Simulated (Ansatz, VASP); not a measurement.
## TaGe3W2: VASP beside Ansatz

```
Ta Ge W
1.0
     5.40259    0.00000    0.00000
    -2.70129    4.67878    0.00000
     0.00000    0.00000    4.16625
Ta Ge W
1 3 2
Direct
  0.00000 0.00000 0.50000
  0.50000 0.00000 0.50000
  0.00000 0.50000 0.50000
  0.50000 0.50000 0.50000
  0.33333 0.66667 0.99999
  0.66667 0.33333 0.00001
```

Alike in both runs: functional PBE; k mesh 3 × 3 × 4; occupations gaussian, width 0.1 eV; no spin polarisation.

Ansatz relaxed the structure, and its values are those at the end. VASP's run is a single point on that final structure, the one shown.

```csv
,VASP,Ansatz
version,VASP 6.6.1,Ansatz 0.2.0
potentials or method,"VASP PAW PBE potentials, release 64 (Ta_pv, Ge_d, W_sv), cutoff 520 eV","scalar-relativistic, plane waves, PAW"
valence electrons in the cell,81,83
```

VASP gave:

* gap on the k mesh at the Fermi level (eV): none
* pressure (GPa): 0.2

Question: Which values does Ansatz return?

Answer: gap on the k mesh at the Fermi level (eV): none; pressure (GPa): -0.1.

A gap of «none» marks a metal or a gap that the smearing closes. With one functional, cell and mesh, what is left measures potentials, basis and numerics. VASP's potentials hold 81 valence electrons a cell and Ansatz's 83, so a difference there can come from the potentials and not from the codes.

The k mesh is coarse, so the values compare programs but aren't converged. Neither program's run includes spin-orbit coupling.
